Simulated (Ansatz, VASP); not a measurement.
**Two plane-wave programs on C**

File INCAR:

```
  PREC = Accurate
  ENCUT = 520
  EDIFF = 1E-6
  ISMEAR = 0
  SIGMA = 0.05
  LREAL = F
  LASPH = T
  NELM = 80
  ALGO = Normal
  ISIF = 2
  LWAVE = F
  LCHARG = F
  GGA = PE
  NBANDS = 11
```

Contents of KPOINTS:

```
regular mesh
0
Gamma
  12 12 12
```

POSCAR

```
C
1.0
    0.0000000000      1.8250321275      1.9151887146
    1.8250321275      0.0000000000      1.9151887146
    1.8250321275      1.8250321275      0.0000000000
C
2
Direct
    0.5000000000      0.5000000000      0.5000000000
    0.7500000000      0.7500000000      0.7500000000
```

Input for Ansatz:

```yaml
crystal:
  lattice:
    - [0.0, 1.8250321275, 1.9151887146]
    - [1.8250321275, 0.0, 1.9151887146]
    - [1.8250321275, 1.8250321275, 0.0]
  atoms:
    - { symbol: C, position: [0.5, 0.5, 0.5] }
    - { symbol: C, position: [0.75, 0.75, 0.75] }
basis:
  ecutwfc: 520.0
kpoints:
  mp_grid: { grid: [12, 12, 12] }
hamiltonian:
  xc: pbe
  pseudopotentials: { kind: paw, azcp: { folder: soft_1 } }
scf:
  occupations: { method: gaussian, width: 0.05 }
output:
  forces: true
  stress: true
  eigenvalues: true
```

Alike in both runs: task single point; functional PBE; k mesh 12 × 12 × 12; occupations gaussian, width 0.05 eV; no spin polarisation.

|  | VASP | Ansatz |
| --- | --- | --- |
| version | VASP 6.6.1 | Ansatz 0.2.0 |
| potentials or method | VASP PAW PBE potentials, release 64 (C), cutoff 520 eV | scalar-relativistic, plane waves, PAW |
| valence electrons in the cell | 8 | 8 |

Ansatz gave:

* gap on the k mesh at the Fermi level (eV): 3.34
* least direct gap on the mesh (eV): 4.87

Estimate VASP's values.

gap on the k mesh at the Fermi level (eV): 3.33; least direct gap on the mesh (eV): 4.87.
